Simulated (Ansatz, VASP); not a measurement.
One calculation of AlGa2N3, two programs

```
Al N Ga
1.0
     3.18857    0.00000    0.00000
    -1.59428    2.76138    0.00000
     0.00000    0.00000   15.51718
Al N Ga
2 6 4
Direct
  0.33333 0.66667 0.33038
  0.66667 0.33333 0.16986
  0.33333 0.66667 0.13280
  0.66667 0.33333 0.29278
  0.33333 0.66667 0.45331
  0.66667 0.33333 0.62352
  0.33333 0.66667 0.79309
  0.66667 0.33333 0.96265
  0.33333 0.66667 0.66555
  0.66667 0.33333 0.49604
  0.33333 0.66667 0.00491
  0.66667 0.33333 0.83512
```

Alike in both runs: functional PBE; k mesh 12 × 12 × 2; occupations gaussian, width 0.02 eV; no spin polarisation.

Ansatz relaxed the structure, and its values are those at the end. VASP's run is a single point on that final structure, the one shown.

|  | VASP | Ansatz |
| --- | --- | --- |
| version | VASP 6.6.1 | Ansatz 0.2.0 |
| potentials or method | VASP PAW PBE potentials, release 64 (Al, N, Ga_d), cutoff 520 eV | scalar-relativistic, plane waves, PAW |
| valence electrons in the cell | 88 | 88 |

```csv
,VASP,Ansatz,Ansatz less VASP
gap on the k mesh at the Fermi level (eV),2.19,2.18,-0.005
least direct gap on the mesh (eV),2.19,2.18,-0.005
pressure (GPa),0.0,0.0,+0.05
rms of the force components (eV/Å),0.004,0.003,-0.0017
```
